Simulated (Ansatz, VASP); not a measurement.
**Two plane-wave programs on SnSe2**

File INCAR:

```
  ALGO = Normal
  EDIFF = 1E-6
  ENCUT = 500
  GGA = PS
  GGA_COMPAT = False
  ISIF = 2
  ISMEAR = 0
  LASPH = True
  LCHARG = False
  LREAL = False
  LWAVE = False
  NBANDS = 20
  NELM = 120
  PREC = Accurate
  SIGMA = 0.01
```

Contents of KPOINTS:

```
k-points
0
Gamma
  6 6 4
```

The input POSCAR:

```
SnSe2
1.0
    3.7132386281      0.0000000000      0.0000000000
   -1.8566193140      3.2157591636      0.0000000000
    0.0000000000      0.0000000000      5.9785967520
Sn Se
1 2
Direct
    0.0000000000      0.0000000000      0.0000000000
    0.3333333333      0.6666666667      0.2490000000
    0.6666666667      0.3333333333      0.7510000000
```

Input for Ansatz:

```yaml
crystal:
  lattice:
    - [3.7132386280939103, 0.0, 0.0]
    - [-1.8566193140469551, 3.2157591636446043, 0.0]
    - [0.0, 0.0, 5.978596752029451]
  atoms:
    - { symbol: Sn, position: [0.0, 0.0, 0.0] }
    - { symbol: Se, position: [0.3333333333333333, 0.6666666666666666, 0.249] }
    - { symbol: Se, position: [0.6666666666666666, 0.3333333333333333, 0.751] }
basis:
  ecutwfc: 450.0
kpoints:
  mp_grid:
    grid: [6, 6, 4]
hamiltonian:
  xc: pbesol
scf:
  occupations:
    method: fixed
output:
  stress: true
```

Alike in both runs: task single point; functional PBEsol; k mesh 6 × 6 × 4; no spin polarisation.

```csv
,VASP,Ansatz
version,VASP 6.6.1,Ansatz 0.2.0
potentials or method,"VASP PAW PBE potentials, release 64 (Sn_d, Se), cutoff 500 eV","plane waves, PAW"
occupations,"gaussian, width 0.01 eV",fixed
valence electrons in the cell,26,46
```

Ansatz gave:

| Quantity | Value |
| --- | --- |
| pressure (GPa) | 9.7 |
| traceless stress, the component that is largest in VASP (GPa) | 0.94 |

Task: Estimate VASP's values.

Result: Pressure (GPa): 9.9; traceless stress, the component that is largest in VASP (GPa): 0.94.

VASP's potentials were made for PBE, not for PBEsol. VASP's potentials hold 26 valence electrons a cell and Ansatz's 46, so a difference there can come from the potentials and not from the codes.
